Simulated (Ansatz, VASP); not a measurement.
Ti: VASP beside Ansatz

```
CELL_PARAMETERS angstrom
3.01416 0.00552 0.00000
-1.50230 2.61310 0.00000
0.00000 0.00000 4.65240
ATOMIC_POSITIONS crystal
Ti 0.33920 0.66080 0.25000
Ti 0.66080 0.33920 0.75000
```

Alike in both runs: task single point; functional PBE; k mesh 14 × 14 × 8; occupations gaussian, width 0.1 eV; no spin polarisation.

|  | VASP | Ansatz |
| --- | --- | --- |
| version | VASP 6.6.1 | Ansatz 0.2.0 |
| potentials or method | VASP PAW PBE potentials, release 64 (Ti_sv), cutoff 520 eV | scalar-relativistic, plane waves, PAW |
| valence electrons in the cell | 24 | 24 |

VASP gave:

```
gap on the k mesh at the Fermi level (eV)                     : none
pressure (GPa)                                                : -5.7
traceless stress, the component that is largest in VASP (GPa) : 1.69
rms of the force components (eV/Å)                            : 0.067
```

**Question.** Estimate Ansatz's values.

**Answer.** gap on the k mesh at the Fermi level (eV): none; pressure (GPa): -5.4; traceless stress, the component that is largest in VASP (GPa): 1.71; rms of the force components (eV/Å): 0.067.

Atom by atom the forces differ by 0.000 eV/Å (rms over components). A gap of «none» marks a metal or a gap that the smearing closes. With one functional, cell and mesh, what is left measures potentials, basis and numerics. Ansatz's warnings: structure snapped to symmetry.
